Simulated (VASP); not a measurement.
Crystal: Si.

```
Si
1.0
    -1.55415    1.55415    1.55415
     1.55415   -1.55415    1.55415
     1.55415    1.55415   -1.55415
Si
1
Cartesian
  0.0000 0.0000 0.0000
```

```yaml
Program: VASP 6.6.1
Task: relaxation of cell and atoms
Functional: BLYP
Potentials_or_basis: VASP PAW PBE potentials, release 64 (Si)
Cutoff: 600 eV
k_mesh: 14 × 14 × 14
Occupations: fermi-dirac, width 0.1 eV
Spin: no spin polarisation
```

At the start: pressure 6.8 GPa; volume 15.02 Å³/atom.

Problem. Where does the relaxation end?

Solution. Over 3 steps the energy falls by 29.4 meV/atom and the volume is 16.54 Å³/atom (+10.1 %); space group Im-3m (No. 229, to 0.05 Å).

Step by step:
| step | energy change (eV) | largest force (eV/Å) | pressure (GPa) | volume (Å³) |
| --- | --- | --- | --- | --- |
| 1 | 0.0000 | 0.0000 | 6.83 | 15.02 |
| 2 | -0.0293 | 0.0000 | 0.29 | 16.45 |
| 3 | -0.0294 | 0.0000 | -0.02 | 16.54 |

Final structure:
```
Si
1.0
    -1.60504    1.60504    1.60504
     1.60504   -1.60504    1.60504
     1.60504    1.60504   -1.60504
Si
1
Direct
  0.00000 0.00000 0.00000
```

Caveat: the PAW data sets were made with another functional, which shifts forces and pressure a little.
